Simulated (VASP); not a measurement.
Wanted: the native input for a VASP 6.6.1 run.

```
Task                   : relaxation of cell and atoms
Functional             : LDA
Potentials or basis    : VASP PAW LDA potentials, release 64 (Ta_pv, N)
Cutoff                 : 600 eV
k mesh                 : 16 × 16 × 16
Occupations            : fermi-dirac, width 0.15 eV
Spin                   : no spin polarisation
Dipole correction      : no
Further INCAR settings : ALGO = Normal; EDIFF = 1e-06; IBRION = 2; EDIFFG = -0.001; NSW = 80; ISIF = 3
```

The structure of TaN lies in POSCAR:

```
TaN
1.0
    0.0000000000      2.1743265507      2.1743265507
    2.1743265507      0.0000000000      2.1743265507
    2.1743265507      2.1743265507      0.0000000000
Ta N
1 1
Direct
    0.5000000000      0.5000000000      0.5000000000
    0.0000000000      0.0000000000      0.0000000000
```

These files were run (other wordings do the same):

INCAR

```
PREC = Accurate
ENCUT = 600
EDIFF = 1E-6
ISMEAR = -1
SIGMA = 0.15
LREAL = False
LASPH = True
NELM = 60
ALGO = Normal
ISIF = 3
LWAVE = False
LCHARG = False
IBRION = 2
NSW = 80
EDIFFG = -0.001
```

KPOINTS

```
regular mesh
0
Gamma
  16 16 16
```

Potentials or basis: VASP PAW LDA potentials, release 64 (Ta_pv, N).

The run is started by

```sh
$ cat potpaw_LDA.64/Ta_pv/POTCAR potpaw_LDA.64/N/POTCAR > POTCAR
$ mpirun -np 1 vasp_std > vasp.out
```

Results of the run:

The relaxed volume is 10.34 Å³/atom. The relaxed cell is a = 3.081 Å, b = 3.081 Å, c = 3.081 Å, α = 60.00°, β = 60.00°, γ = 60.00°. The space group after relaxing (to 0.05 Å) is Fm-3m (No. 225). The energy gained by relaxing is 0.4 meV/atom. The ionic steps are 8, the pressure after relaxing is 0.0 GPa and the band gap on the k mesh is zero (band 8 reaches 11.69 eV, above the bottom of band 9 at 7.51 eV).

Caveat: spin-orbit coupling is left out, which moves the levels of the heavy elements.

Wall time 79 s on 1 thread of AMD EPYC 9R45 96-Core Processor (Zen 5), on a shared host, peak memory 0.16 GiB.
